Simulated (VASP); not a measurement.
# Mg8HO8 (a cell with a defect) in VASP: further runs, part 2 of 2

VASP 6.6.1. Earlier steps stand in the parts before.

## (3) Single point, LDA

File INCAR:

```
ALGO = Normal
EDIFF = 1E-6
ENCUT = 520
ISIF = 2
ISMEAR = -1
LASPH = T
LCHARG = T
LELF = T
LREAL = Auto
LVHAR = T
LWAVE = F
NBANDS = 46
NELECT = 64.0
NELM = 60
PREC = Accurate
SIGMA = 0.02
```

File KPOINTS:

```
k-points
0
Gamma
  2 2 2
```

File POSCAR:

```
Mg8HO8
1.0
    0.0000000000      4.2993000000      4.2993000000
    4.2993000000      0.0000000000      4.2993000000
    4.2993000000      4.2993000000      0.0000000000
Mg O H
8 8 1
Direct
   -0.0307858256      0.0310744772      0.0230803852
   -0.0094380481      0.0097341428      0.5056285907
   -0.0037801503      0.4962831159      0.0100860605
    0.0024951736      0.5025577420      0.4998372991
    0.4977343986     -0.0022032656      0.0045971437
    0.5040129789      0.0040760124      0.5022915358
    0.5310090015      0.4692794176      0.0230786407
    0.5096718070      0.4906240551      0.5056288233
    0.2532755332      0.2497349569      0.2525061056
    0.2469549694      0.2506190543      0.7552230596
    0.2501157165      0.7501799130      0.2321346498
    0.2501162980      0.7501767730      0.7396987882
    0.7501143209      0.2501789826      0.2659213128
    0.7501154839      0.2501778196      0.7599212663
    0.7496727374      0.7533386830      0.2525057568
    0.7505567185      0.7470182355      0.7552225944
    0.2501324634      0.7502003815     -0.0980858512
```

Potentials or basis: VASP PAW LDA potentials, release 64 (Mg, O, H).

The run is started by

```console
$ cat potpaw_LDA.64/Mg/POTCAR potpaw_LDA.64/O/POTCAR potpaw_LDA.64/H/POTCAR > POTCAR
$ mpirun -np 1 vasp_std > vasp.out
```

OUTCAR:

```text
EDIFF = 1E-6
   ENCUT = 520
   ISIF = 2
   ISMEAR = -1
   LASPH = T
   LREAL = Auto
   NELECT = 64.0
   NELM = 60
   PREC = Accurate

 ion  position               nearest neighbor table
   1  0.969  0.031  0.023-  17 1.86  13 1.99  14 2.08  11 2.13  15 2.15  10 2.15  12 2.43   7 2.66
                             6 2.87   3 2.87   2 2.94   5 3.03   4 3.03   4 3.06   5 3.06   2 3.15
   2  0.991  0.010  0.506-  13 2.06  12 2.13  14 2.13   9 2.16  16 2.16  11 2.29   8 2.92   1 2.94
                             3 2.99   6 2.99   4 3.02   5 3.02   5 3.07   4 3.07   6 3.09   3 3.09
   3  0.996  0.496  0.010-  13 2.12  15 2.15   9 2.15  16 2.15  10 2.15  12 2.19   1 2.87   7 2.87
                             8 2.99   2 2.99   4 3.02   5 3.04   5 3.04   4 3.06   2 3.09   8 3.09
   4  0.002  0.503  0.500-  11 2.13  10 2.15  16 2.15  15 2.15   9 2.15  14 2.17   8 3.02   2 3.02
                             3 3.02   1 3.03   7 3.03   6 3.04   6 3.04   7 3.06   1 3.06   3 3.06
   5  0.498  0.998  0.005-  11 2.13  15 2.15   9 2.15  16 2.15  10 2.15  14 2.17   8 3.02   2 3.02
                             6 3.02   1 3.03   7 3.03   3 3.04   3 3.04   7 3.06   1 3.06   6 3.06
   6  0.504  0.004  0.502-  13 2.12  10 2.15  16 2.15   9 2.15  15 2.15  12 2.19   1 2.87   7 2.87
                             8 2.99   2 2.99   5 3.02   4 3.04   4 3.04   5 3.06   2 3.09   8 3.09
   7  0.531  0.469  0.023-  17 1.86  13 1.99  14 2.08  11 2.13   9 2.15  16 2.15  12 2.43   1 2.66
                             6 2.87   3 2.87   8 2.94   5 3.03   4 3.03   4 3.06   5 3.06   8 3.15
   8  0.510  0.491  0.506-  13 2.06  12 2.13  14 2.13  15 2.16  10 2.16  11 2.29   2 2.92   7 2.94
                             3 2.99   6 2.99   4 3.02   5 3.02   5 3.07   4 3.07   6 3.09   3 3.09
   9  0.253  0.250  0.253-   3 2.15   7 2.15   5 2.15   4 2.15   6 2.15   2 2.16
  10  0.247  0.251  0.755-   6 2.15   1 2.15   4 2.15   5 2.15   3 2.15   8 2.16
  11  0.250  0.750  0.232-   1 2.13   7 2.13   5 2.13   4 2.13   2 2.29   8 2.29
  12  0.250  0.750  0.740-  17 0.99   8 2.13   2 2.13   3 2.19   6 2.19   7 2.43   1 2.43
  13  0.750  0.250  0.266-   1 1.99   7 1.99   8 2.06   2 2.06   6 2.12   3 2.12
  14  0.750  0.250  0.760-   1 2.08   7 2.08   8 2.13   2 2.13   4 2.17   5 2.17
  15  0.750  0.753  0.253-   3 2.15   1 2.15   5 2.15   4 2.15   6 2.15   8 2.16
  16  0.751  0.747  0.755-   6 2.15   7 2.15   4 2.15   5 2.15   3 2.15   2 2.16
  17  0.250  0.750  0.902-  12 0.99   1 1.86   7 1.86

  LATTYP: Found a face centered cubic cell.
 ALAT       =     8.5986000000

  Lattice vectors:

 A1 = (   0.0000000000,   4.2993000000,   4.2993000000)
 A2 = (   4.2993000000,   0.0000000000,   4.2993000000)
 A3 = (   4.2993000000,   4.2993000000,   0.0000000000)

Analysis of symmetry for initial positions (statically):
=====================================================================
 Subroutine PRICEL returns:
 Original cell was already a primitive cell.

 Routine SETGRP: Setting up the symmetry group for a
 face centered cubic supercell.

 Subroutine GETGRP returns: Found  2 space group operations
 (whereof  1 operations were pure point group operations)
 out of a pool of 48 trial point group operations.

The static configuration has the point symmetry C_1 .
 The point group associated with its full space group is C_1h.

Analysis of symmetry for dynamics (positions and initial velocities):
=====================================================================
 Subroutine PRICEL returns:
 Original cell was already a primitive cell.

 Routine SETGRP: Setting up the symmetry group for a
 face centered cubic supercell.

 Subroutine GETGRP returns: Found  2 space group operations
 (whereof  1 operations were pure point group operations)
 out of a pool of 48 trial point group operations.

[... 99 lines left out ...]
   ions per type =               8   8   1
   NGX,Y,Z   is equivalent  to a cutoff of  13.12, 13.12, 13.12 a.u.
   NGXF,Y,Z  is equivalent  to a cutoff of  26.25, 26.25, 26.25 a.u.
 SYSTEM =  unknown system
   PREC   = accura    normal or accurate (medium, high low for compatibility)
   ISTART =      0    job   : 0-new  1-cont  2-samecut
   ICHARG =      2    charge: 1-file 2-atom 10-const
   ISPIN  =      1    spin polarized calculation?
   LNONCOLLINEAR =      F non collinear calculations
   LSORBIT =      F    spin-orbit coupling
   LASPH  =      T    aspherical Exc in radial PAW
   ENCUT  =  520.0 eV  38.22 Ry    6.18 a.u.  11.31 11.31 11.31*2*pi/ulx,y,z
   NELM   =     60;   NELMIN=  2; NELMDL= -5     # of ELM steps
   EDIFF  = 0.1E-05   stopping-criterion for ELM
   LREAL  =      T    real-space projection
   EDIFFG = 0.1E-04   stopping-criterion for IOM
   NSW    =      0    number of steps for IOM
   IBRION =     -1    ionic relax: 0-MD 1-quasi-New 2-CG
   NFREE  =      0    steps in history (QN), initial steepest desc. (CG)
   ISIF   =      2    stress and relaxation
   ISYM   =      2    0-nonsym 1-usesym 2-fastsym
   POTIM  = 0.5000    time-step for ionic-motion
   TEBEG  =    0.0;   TEEND  =   0.0 temperature during run
   PSTRESS=    0.0 pullay stress
   NELECT =      64.0000    total number of electrons
   NUPDOWN=      -1.0000    fix difference up-down
   EMIN   =  10.00;   EMAX   =-10.00  energy-range for DOS
   EFERMI =   0.00;   METHOD = LEGACY
   ISMEAR =    -1;   SIGMA  =   0.02  broadening in eV -4-tet -1-fermi 0-gaus
   EFERMI_NEDOS =   21; number of points for ismear=-14 and -15
   IALGO  =     38    algorithm
   IMIX   =      4    mixing-type and parameters
     AMIX     =   0.40;   BMIX     =  1.00
     AMIX_MAG =   1.60;   BMIX_MAG =  1.00
  volume/ion in A,a.u.               =       9.35        63.09
  Fermi-wavevector in a.u.,A,eV,Ry     =   1.208909  2.284507 19.884395  1.461462
  Thomas-Fermi vector in A             =   2.344503
   LORBIT       =      0    0 simple, 1 ext, 2 COOP (PROOUT), +10 PAW based schemes
   GGA     = CA    functional components
   LHFCALC =     F    Hartree Fock is set to
   AEXX    =    0.0000 exact exchange contribution
   IVDW    =     0    specifies the selected vdW correction
   LEPSILON=     F    determine dielectric tensor
   LRPA    =     F    only Hartree local field effects (RPA)
 non-spin polarized calculation
  energy-cutoff  :      520.00
  volume of cell :      158.94
 maximum number of plane-waves:      4314
 NGX is ok and might be reduce to    48
   NGX = 23   NGY = 23   NGZ = 23

 number of electron      63.9999997 magnetization

 Free energy of the ion-electron system (eV)
  ---------------------------------------------------
  ext. energy  EPLUGINS =         0.00000000
  ---------------------------------------------------
  free energy    TOTEN  =      -113.51034975 eV

  energy without entropy =     -113.51034975  energy(sigma->0) =     -113.51034975

 E-fermi :   3.1187     XC(G=0): -11.2776

 val. band max:        2.5678290550   @ k =   0.0000   0.0000   0.0000
 cond. band min:       6.2427305555   @ k =   0.0000   0.0000   0.0000
 fundamental gap:      3.6749015005
 Fermi energy:         3.1186882106

 k-point     1 :       0.0000    0.0000    0.0000
  band No.  band energies     occupation
      1     -16.7027      2.00000
      2     -14.0314      2.00000
      3     -13.1730      2.00000
      4     -12.8765      2.00000
      5     -12.6707      2.00000
      6     -12.6664      2.00000
[... 271 lines left out ...]
     43      13.2278      0.00000
     44      13.3681      0.00000
 [bands above 44 left out]

------------------------ aborting loop because EDIFF is reached ----------------------------------------

  FORCE on cell =-STRESS in cart. coord.  units (eV):
  Direction    XX          YY          ZZ          XY          YZ          ZX
  --------------------------------------------------------------------------------------
  -------------------------------------------------------------------------------------
  Total      -17.4271386    -17.4271386    -20.7300976     -3.8072244      0.0003620      0.0003619
  in kB     -175.6763990   -175.6763990   -208.9722804    -38.3791901      0.0036491      0.0036486
  external PRESSURE =    -186.7750261 kB  Pullay stress =       0.0000000 kB

 VOLUME and BASIS-vectors are now :
 -----------------------------------------------------------------------------
  energy-cutoff  :      520.00
  volume of cell :      158.94
      direct lattice vectors                 reciprocal lattice vectors
     0.000000000  4.299300000  4.299300000    -0.116298002  0.116298002  0.116298002
     4.299300000  0.000000000  4.299300000     0.116298002 -0.116298002  0.116298002
     4.299300000  4.299300000  0.000000000     0.116298002  0.116298002 -0.116298002

 POSITION                                       TOTAL-FORCE (eV/Angst)
 -----------------------------------------------------------------------------------
      0.23283      4.26617      4.30054         0.021030     -0.019081      0.000020
      2.21570      6.43257      4.30057         0.007585      0.012442      0.000035
      2.17703      4.32641      6.41672        -0.006492     -0.006492     -0.003211
      4.30960      2.15968      2.17137        -0.000465     -0.000465      0.003172
      4.30959      2.15967      6.42974        -0.000654     -0.000654     -0.003059
      2.17703      4.32641      2.18443        -0.006338     -0.006338      0.002848
[... 9 lines left out ...]
      6.45858      6.47380      6.43852        -0.001014     -0.000235      0.022827
      7.10294      4.95299      4.30073         0.142511      0.142511      0.000167
 -----------------------------------------------------------------------------------
    total drift:                                0.107694     -0.099840     -0.000304

  FREE ENERGIE OF THE ION-ELECTRON SYSTEM (eV)
  ---------------------------------------------------
  free  energy   TOTEN  =      -113.5103497487 eV

  energy  without entropy=     -113.5103497487  energy(sigma->0) =     -113.51034975
```

Run time: 90 s. Hardware: 1 thread of Intel Xeon Platinum 8259CL at 2.50GHz (Skylake/Cascade Lake), shared host; peak memory 0.27 GiB.

What came out:

```yaml
Free_energy: -113.5103 eV
Largest_force: 0.202 eV/Å
```

Forces on the atoms (eV/Å):
```
Mg   0.021 -0.019  0.000
Mg   0.008  0.012  0.000
Mg  -0.006 -0.006 -0.003
Mg   0.000  0.000  0.003
Mg  -0.001 -0.001 -0.003
Mg  -0.006 -0.006  0.003
Mg  -0.019  0.021  0.000
Mg   0.012  0.008  0.000
O   -0.002  0.000 -0.022
O    0.000 -0.001  0.023
O   -0.045 -0.045  0.000
O   -0.105 -0.105 -0.001
O    0.002  0.002  0.000
O    0.000  0.000  0.000
O    0.000 -0.002 -0.022
O   -0.001  0.000  0.023
H    0.143  0.143  0.000
```

Caveat: the k points lie up to 0.63 Å⁻¹ apart; the cell carries a net charge on a neutralising background, which shifts energy and pressure; the cell is charged against a uniform background, so pressure and absolute levels hang on convention.
